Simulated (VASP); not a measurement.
Here is a VASP 6.6.1 calculation.

Contents of INCAR:

```
ALGO = Normal
EDIFF = 1E-7
ENCUT = 520
GGA = PE
ISIF = 2
ISMEAR = 0
LASPH = T
LCHARG = F
LREAL = F
LWAVE = F
NBANDS = 17
NELM = 100
PREC = Accurate
SIGMA = 0.01
```

File KPOINTS:

```
k-points
0
Gamma
  12 12 8
```

File POSCAR:

```
KAg
1.0
    4.7732404161      0.0000000000      0.0000000000
   -2.3866202080      4.1337474587      0.0000000000
    0.0000000000      0.0000000000      4.3740615757
K Ag
1 1
Direct
    0.0000000000      0.0000000000      0.0000000000
    0.6666666667      0.3333333333      0.5000000000
```

Potentials or basis: VASP PAW PBE potentials, release 64 (K_sv, Ag).

Run with:

```sh
$ cat potpaw_PBE.64/K_sv/POTCAR potpaw_PBE.64/Ag/POTCAR > POTCAR
$ mpirun -np 1 vasp_std > vasp.out
```

Question: Predict the pressure.

Answer: 0.0 GPa.

Question: Estimate the band gap on the k mesh.

Answer: 0.20 eV, indirect (least direct gap 1.32 eV).

A k mesh can miss the band edges.
